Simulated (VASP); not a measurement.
# Hf (Im-3m) in VASP: single point with r2SCAN

Aim: the single point of Hf with r2SCAN.

All numbers are computed with VASP 6.6.1; they aren't measurements. Logs are shortened: lines on timing, memory, paths and dates and some standing lists are left out, and cuts for length are marked.

**1. The cell of the first run**

It takes space group Im-3m (No. 229, cubic). Conventional cell: a = 3.461 Å, b = 3.461 Å, c = 3.461 Å, α = 90.00°, β = 90.00°, γ = 90.00°. Within 3.9 Å of Hf (site symmetry m-3m) lie 14 Hf at 3.00 to 3.46 Å.

**2. Single point, r2SCAN**

POSCAR

```
Hf
1.0
   -1.7305297686      1.7305297686      1.7305297686
    1.7305297686     -1.7305297686      1.7305297686
    1.7305297686      1.7305297686     -1.7305297686
Hf
1
Direct
    0.0000000000      0.0000000000      0.0000000000
```

INCAR.step1

```
PREC     = Accurate       # precision mode
ENCUT    = 550            # plane-wave cutoff, eV
ISMEAR   = 0              # smearing method
SIGMA    = 0.1            # smearing width, eV
LREAL    = False          # projectors in reciprocal space
LASPH    = True           # aspherical terms in the spheres
NELM     = 120            # most SCF steps
NBANDS   = 11             # bands
GGA      = PE             # functional
ALGO     = Normal         # electronic algorithm
EDIFF    = 1E-5           # SCF threshold, eV
LWAVE    = True           # write WAVECAR
LCHARG   = False          # write CHGCAR
GGA_COMPAT= False
```

INCAR.step2

```
PREC     = Accurate       # precision mode
ENCUT    = 550            # plane-wave cutoff, eV
EDIFF    = 1E-6           # SCF threshold, eV
ISMEAR   = 0              # smearing method
SIGMA    = 0.1            # smearing width, eV
LREAL    = False          # projectors in reciprocal space
LASPH    = True           # aspherical terms in the spheres
NELM     = 120            # most SCF steps
ALGO     = Normal         # electronic algorithm
ISIF     = 2              # what is computed and relaxed
LWAVE    = False          # write WAVECAR
LCHARG   = False          # write CHGCAR
METAGGA  = R2SCAN         # meta-GGA
LMIXTAU  = True         
NBANDS   = 11             # bands
ISTART   = 1            
GGA_COMPAT= False
```

KPOINTS

```
Automatic mesh
0
Gamma
  8 8 8
```

Potentials or basis: VASP PAW PBE potentials, release 64 (Hf_pv).

Command:

```bash
$ cat potpaw_PBE.64/Hf_pv/POTCAR > POTCAR
$ cp INCAR.step1 INCAR
$ mpirun -np 1 vasp_std > vasp.out
$ cp INCAR.step2 INCAR
$ mpirun -np 1 vasp_std > vasp.out
```

OUTCAR:

```text
PREC = Accurate
   ENCUT = 550
   EDIFF = 1E-6
   ISMEAR = 0
   LREAL = False
   LASPH = True
   NELM = 120
   ISIF = 2
   METAGGA = R2SCAN
   ISTART = 1

 ion  position               nearest neighbor table
   1  0.000  0.000  0.000-

  LATTYP: Found a body centered cubic cell.
 ALAT       =     3.4610595372

  Lattice vectors:

 A1 = (  -1.7305297686,   1.7305297686,   1.7305297686)
 A2 = (   1.7305297686,  -1.7305297686,   1.7305297686)
 A3 = (   1.7305297686,   1.7305297686,  -1.7305297686)

Analysis of symmetry for initial positions (statically):
=====================================================================
 Subroutine PRICEL returns:
 Original cell was already a primitive cell.

 Routine SETGRP: Setting up the symmetry group for a
 body centered cubic supercell.

 Subroutine GETGRP returns: Found 48 space group operations
 (whereof 48 operations were pure point group operations)
 out of a pool of 48 trial point group operations.

The static configuration has the point symmetry O_h .

Analysis of symmetry for dynamics (positions and initial velocities):
=====================================================================
 Subroutine PRICEL returns:
 Original cell was already a primitive cell.

 Routine SETGRP: Setting up the symmetry group for a
 body centered cubic supercell.

 Subroutine GETGRP returns: Found 48 space group operations
 (whereof 48 operations were pure point group operations)
 out of a pool of 48 trial point group operations.

The dynamic configuration has the point symmetry O_h .

 Subroutine INISYM returns: Found 48 space group operations
 (whereof 48 operations are pure point group operations),
 and found     1 'primitive' translations

----------------------------------------------------------------------------------------

                                     Primitive cell

  volume of cell :      20.7299

  direct lattice vectors                    reciprocal lattice vectors
    -1.730529769  1.730529769  1.730529769     0.000000000  0.288928864  0.288928864
     1.730529769 -1.730529769  1.730529769     0.288928864  0.000000000  0.288928864
     1.730529769  1.730529769 -1.730529769     0.288928864  0.288928864  0.000000000

  length of vectors
     2.997365483  2.997365483  2.997365483     0.408607118  0.408607118  0.408607118

  position of ions in fractional coordinates (direct lattice)
     0.000000000  0.000000000  0.000000000

  ion indices of the primitive-cell ions
   primitive index   ion index
                 1           1

----------------------------------------------------------------------------------------

 KPOINTS: Automatic mesh

Automatic generation of k-mesh.
 Grid dimensions read from file:
 generate k-points for:    8    8    8

 Generating k-lattice:

  Cartesian coordinates                     Fractional coordinates (reciprocal lattice)
     0.000000000  0.036116108  0.036116108     0.125000000  0.000000000  0.000000000
     0.036116108  0.000000000  0.036116108     0.000000000  0.125000000  0.000000000
     0.036116108  0.036116108  0.000000000     0.000000000  0.000000000  0.125000000

  Length of vectors
     0.051075890  0.051075890  0.051075890

  Shift w.r.t. Gamma in fractional coordinates (k-lattice)
     0.000000000  0.000000000  0.000000000

 Subroutine IBZKPT returns following result:
 ===========================================

 Found     29 irreducible k-points:

 Following reciprocal coordinates:
            Coordinates               Weight
  0.000000  0.000000  0.000000      1.000000
  0.125000  0.000000  0.000000     12.000000
  0.250000  0.000000  0.000000     12.000000
  0.375000  0.000000  0.000000     12.000000
  0.500000  0.000000  0.000000      6.000000
  0.125000  0.125000  0.000000     24.000000
[... 16 lines left out ...]
 -0.250000  0.250000  0.250000      6.000000
 -0.375000  0.375000  0.250000     24.000000
 [... further k-points ...]
   k-points           NKPTS =     29   k-points in BZ     NKDIM =     29   number of bands    NBANDS=     11
   number of dos      NEDOS =    301   number of ions     NIONS =      1
   total plane-waves  NPLWV =  13824
   dimension x,y,z NGX =    24 NGY =   24 NGZ =   24
   dimension x,y,z NGXF=    48 NGYF=   48 NGZF=   48
   ions per type =               1
   NGX,Y,Z   is equivalent  to a cutoff of  13.31, 13.31, 13.31 a.u.
   NGXF,Y,Z  is equivalent  to a cutoff of  26.62, 26.62, 26.62 a.u.
 SYSTEM =  unknown system
   PREC   = accura    normal or accurate (medium, high low for compatibility)
   ISTART =      1    job   : 0-new  1-cont  2-samecut
   ICHARG =      0    charge: 1-file 2-atom 10-const
   ISPIN  =      1    spin polarized calculation?
   LNONCOLLINEAR =      F non collinear calculations
   LSORBIT =      F    spin-orbit coupling
   LASPH  =      T    aspherical Exc in radial PAW
   ENCUT  =  550.0 eV  40.42 Ry    6.36 a.u.   5.73  5.73  5.73*2*pi/ulx,y,z
   NELM   =    120;   NELMIN=  2; NELMDL=  0     # of ELM steps
   EDIFF  = 0.1E-05   stopping-criterion for ELM
   LREAL  =      F    real-space projection
   EDIFFG = 0.1E-04   stopping-criterion for IOM
   NSW    =      0    number of steps for IOM
   IBRION =     -1    ionic relax: 0-MD 1-quasi-New 2-CG
   NFREE  =      0    steps in history (QN), initial steepest desc. (CG)
   ISIF   =      2    stress and relaxation
   ISYM   =      2    0-nonsym 1-usesym 2-fastsym
   POTIM  = 0.5000    time-step for ionic-motion
   TEBEG  =    0.0;   TEEND  =   0.0 temperature during run
   PSTRESS=    0.0 pullay stress
   NELECT =      10.0000    total number of electrons
   NUPDOWN=      -1.0000    fix difference up-down
   EMIN   =  10.00;   EMAX   =-10.00  energy-range for DOS
   EFERMI =   0.00;   METHOD = LEGACY
   ISMEAR =     0;   SIGMA  =   0.10  broadening in eV -4-tet -1-fermi 0-gaus
   EFERMI_NEDOS =   21; number of points for ismear=-14 and -15
   IALGO  =     38    algorithm
   IMIX   =      4    mixing-type and parameters
     AMIX     =   0.40;   BMIX     =  1.00
     AMIX_MAG =   1.60;   BMIX_MAG =  1.00
  volume/ion in A,a.u.               =      20.73       139.89
  Fermi-wavevector in a.u.,A,eV,Ry     =   1.283933  2.426282 22.428992  1.648484
  Thomas-Fermi vector in A             =   2.416157
   LORBIT       =      0    0 simple, 1 ext, 2 COOP (PROOUT), +10 PAW based schemes
   METAGGA = R2SCAN    functional components
   LHFCALC =     F    Hartree Fock is set to
   AEXX    =    0.0000 exact exchange contribution
   IVDW    =     0    specifies the selected vdW correction
   LEPSILON=     F    determine dielectric tensor
   LRPA    =     F    only Hartree local field effects (RPA)
 non-spin polarized calculation
 Gauss-broadening in eV      SIGMA  =   0.10
  energy-cutoff  :      550.00
  volume of cell :       20.73
 maximum number of plane-waves:       622
   NGX = 11   NGY = 11   NGZ = 11

 number of electron       9.9999999 magnetization

 Free energy of the ion-electron system (eV)
  ---------------------------------------------------
  ext. energy  EPLUGINS =         0.00000000
  ---------------------------------------------------
  free energy    TOTEN  =       -44.92739532 eV

  energy without entropy =      -44.92175352  energy(sigma->0) =      -44.92457442

 E-fermi :   4.9439     XC(G=0): -12.5578

 val. band max:        4.8458722520   @ k =   0.1250   0.1250   0.1250
 cond. band min:       4.9862249541   @ k =   0.2500   0.2500   0.0000
 fundamental gap:      0.1403527020
 Fermi energy:         4.9439323902

 k-point     1 :       0.0000    0.0000    0.0000
  band No.  band energies     occupation
      1     -25.6891      2.00000
      2     -25.6891      2.00000
      3     -25.6891      2.00000
      4      -2.6438      2.00000
      5       6.8175      0.00000
      6       6.8175      0.00000
      7       6.8175      0.00000
      8       9.8471      0.00000
      9       9.8471      0.00000
     10      17.3987      0.00000
     11      19.3097      0.00000

 k-point     2 :       0.1250    0.0000    0.0000
  band No.  band energies     occupation
      1     -25.8596      2.00000
      2     -25.7402      2.00000
      3     -25.6904      2.00000
      4      -2.0053      2.00000
      5       6.3678      0.00000
      6       6.5492      0.00000
      7       7.4529      0.00000
      8       9.2883      0.00000
      9       9.8436      0.00000
     10      17.3987      0.00000
     11      19.8648      0.00000

 k-point     3 :       0.2500    0.0000    0.0000
  band No.  band energies     occupation
      1     -26.2521      2.00000
      2     -25.8614      2.00000
      3     -25.6936      2.00000
      4      -0.4172      2.00000
      5       5.4655      0.00000
      6       5.5912      0.00000
      7       9.2634      0.00000
      8       9.3136      0.00000
      9      10.0062      0.00000
     10      17.3987      0.00000
     11      19.5806      0.00000

 k-point     4 :       0.3750    0.0000    0.0000
  band No.  band energies     occupation
      1     -26.6213      2.00000
      2     -25.9799      2.00000
      3     -25.6969      2.00000
      4       0.9661      2.00000
      5       4.7295      1.99758
      6       5.4515      0.00000
      7       9.7924      0.00000
      8      10.4848      0.00000
      9      11.8616      0.00000
     10      17.3981      0.00000
     11      17.3992      0.00000

 k-point     5 :       0.5000    0.0000    0.0000
  band No.  band energies     occupation
      1     -26.7681      2.00000
      2     -26.0282      2.00000
      3     -25.6983      2.00000
      4       1.2578      2.00000
      5       4.4581      2.00000
      6       6.1712      0.00000
      7       9.7788      0.00000
      8      10.8498      0.00000
      9      13.6116      0.00000
     10      16.2920      0.00000
     11      16.8873      0.00000
[... 211 lines left out ...]
 k-point    21 :      -0.3750   -0.3750    0.1250
  band No.  band energies     occupation
      1     -26.4649      2.00000
      2     -26.4649      2.00000
      3     -25.8944      2.00000
      4       3.7612      2.00000
      5       3.7612      2.00000
      6       4.2593      2.00000
      7      10.1585      0.00000
      8      10.1585      0.00000
      9      14.5309      0.00000
     10      16.9447      0.00000
     11      16.9447      0.00000

 k-point    22 :       0.2500    0.2500    0.2500
  band No.  band energies     occupation
      1     -26.2325      2.00000
      2     -26.2325      2.00000
      3     -26.2325      2.00000
      4       4.2676      2.00000
      5       4.2676      2.00000
      6       4.2676      2.00000
      7      11.0364      0.00000
      8      11.0364      0.00000
      9      12.1087      0.00000
     10      17.3989      0.00000
     11      17.6760      0.00000

 k-point    23 :      -0.2500    0.2500    0.2500
  band No.  band energies     occupation
      1     -26.2755      2.00000
      2     -26.0495      2.00000
      3     -26.0495      2.00000
      4       1.4050      2.00000
      5       4.7402      1.99603
      6       7.0467      0.00000
      7       7.0467      0.00000
      8       9.1696      0.00000
      9      10.7733      0.00000
     10      17.3985      0.00000
     11      19.0458      0.00000

 k-point    24 :      -0.3750    0.3750    0.2500
  band No.  band energies     occupation
      1     -26.4905      2.00000
      2     -26.1785      2.00000
      3     -26.0842      2.00000
      4       2.5070      2.00000
      5       3.6250      2.00000
      6       7.0573      0.00000
      7       7.6271      0.00000
      8      10.8788      0.00000
      9      11.2585      0.00000
     10      17.3986      0.00000
     11      18.6953      0.00000

 [... further k-points ...]
[... 5 lines left out ...]
  --------------------------------------------------------------------------------------
  -------------------------------------------------------------------------------------
  Total        0.9029278      0.9029278      0.9029278      0.0000000      0.0000000     -0.0000000
  in kB       69.7856932     69.7856932     69.7856932      0.0000000      0.0000000     -0.0000000
  external PRESSURE =      69.7856932 kB  Pullay stress =       0.0000000 kB

 VOLUME and BASIS-vectors are now :
 -----------------------------------------------------------------------------
  energy-cutoff  :      550.00
  volume of cell :       20.73
      direct lattice vectors                 reciprocal lattice vectors
    -1.730529769  1.730529769  1.730529769     0.000000000  0.288928864  0.288928864
     1.730529769 -1.730529769  1.730529769     0.288928864  0.000000000  0.288928864
     1.730529769  1.730529769 -1.730529769     0.288928864  0.288928864  0.000000000

 POSITION                                       TOTAL-FORCE (eV/Angst)
 -----------------------------------------------------------------------------------
      0.00000      0.00000      0.00000        -0.000000      0.000000     -0.000000
 -----------------------------------------------------------------------------------
    total drift:                                0.000000      0.000000     -0.000000

  FREE ENERGIE OF THE ION-ELECTRON SYSTEM (eV)
  ---------------------------------------------------
  free  energy   TOTEN  =       -44.9273953199 eV

  energy  without entropy=      -44.9217535226  energy(sigma->0) =      -44.92457442
```

Run time: 20 s. Hardware: 1 thread of Intel Xeon Platinum 8488C (Sapphire Rapids), shared host; peak memory 0.14 GiB.

Results:

```
Free energy            : -44.9274 eV
Pressure               : 7.0 GPa
Band gap on the k mesh : zero (band 5 reaches 6.82 eV, above the bottom of band 6 at 4.26 eV)
```

Levels at points of the mesh, in eV from the Fermi level:
| k point | band 3 | band 4 | band 5 | band 6 | band 7 | band 8 |
| --- | --- | --- | --- | --- | --- | --- |
| (0.00, 0.00, 0.00) | -30.63 | -7.59 | 1.87 | 1.87 | 1.87 | 4.90 |
| (0.50, 0.00, 0.00) | -30.64 | -3.69 | -0.49 | 1.23 | 4.83 | 5.91 |
| (0.50, 0.50, 0.50) | -31.37 | -3.04 | -3.04 | 7.72 | 7.72 | 7.72 |

Caveat: the PAW data sets were made with another functional, which shifts forces and pressure a little; spin-orbit coupling is left out, which moves the levels of the heavy elements.
